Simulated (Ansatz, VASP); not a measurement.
# Two plane-wave programs on GaS2

INCAR

```
PREC     = Accurate       # precision mode
ENCUT    = 520            # plane-wave cutoff, eV
EDIFF    = 1E-6           # SCF threshold, eV
ISMEAR   = 0              # smearing method
SIGMA    = 0.1            # smearing width, eV
LREAL    = False          # projectors in reciprocal space
LASPH    = True           # aspherical terms in the spheres
NELM     = 80             # most SCF steps
ALGO     = Normal         # electronic algorithm
ISIF     = 2              # what is computed and relaxed
LWAVE    = False          # write WAVECAR
LCHARG   = False          # write CHGCAR
GGA      = PE             # functional
NBANDS   = 20             # bands
```

Contents of KPOINTS:

```
Automatic mesh
0
Gamma
  6 6 4
```

Contents of POSCAR:

```
GaS2
1.0
    3.1033069200      0.0000000000      0.0000000000
    0.0000000000      3.1033069200      0.0000000000
    0.0000000000      0.0000000000      6.4029011700
Ga S
1 2
Direct
    0.0000000000      0.0000000000      0.0000000000
    0.5000000000      0.5000000000      0.2949999900
    0.5000000000      0.5000000000      0.7050000100
```

Input for Ansatz:

```yaml
crystal:
  lattice:
    - [3.10330692, 0.0, 0.0]
    - [0.0, 3.10330692, 0.0]
    - [0.0, 0.0, 6.40290117]
  atoms:
    - { symbol: Ga, position: [0.0, 0.0, 0.0] }
    - { symbol: S, position: [0.5, 0.5, 0.29499999] }
    - { symbol: S, position: [0.5, 0.5, 0.70500001] }
basis:
  ecutwfc: 420
kpoints:
  mp_grid: { grid: [6, 6, 4] }
hamiltonian:
  xc: pbe
scf:
  occupations: { method: gaussian, width: 0.1 }
  lower_state_search: "off"
output:
  forces: true
  stress: true
  eigenvalues: true
```

Change from the starting cell: species swapped into the Ga2Cu type (P4/mmm, No. 123).

Alike in both runs: task single point; functional PBE; k mesh 6 × 6 × 4; occupations gaussian, width 0.1 eV; no spin polarisation.

```csv
,VASP,Ansatz
version,VASP 6.6.1,Ansatz 0.2.0
potentials or method,"VASP PAW PBE potentials, release 64 (Ga_d, S), cutoff 520 eV","scalar-relativistic, plane waves, PAW"
valence electrons in the cell,25,25
```

Ansatz gave:

* gap on the k mesh at the Fermi level (eV): none
* pressure (GPa): -4.8
* traceless stress, the component that is largest in VASP (GPa): -5.88
* rms of the force components (eV/Å): 0.033

Problem. Estimate VASP's values.

Solution. gap on the k mesh at the Fermi level (eV): none; pressure (GPa): -4.9; traceless stress, the component that is largest in VASP (GPa): -5.91; rms of the force components (eV/Å): 0.035.

Atom by atom the forces differ by 0.002 eV/Å (rms over components). A gap of «none» marks a metal or a gap that the smearing closes. With one functional, cell and mesh, what is left measures potentials, basis and numerics.
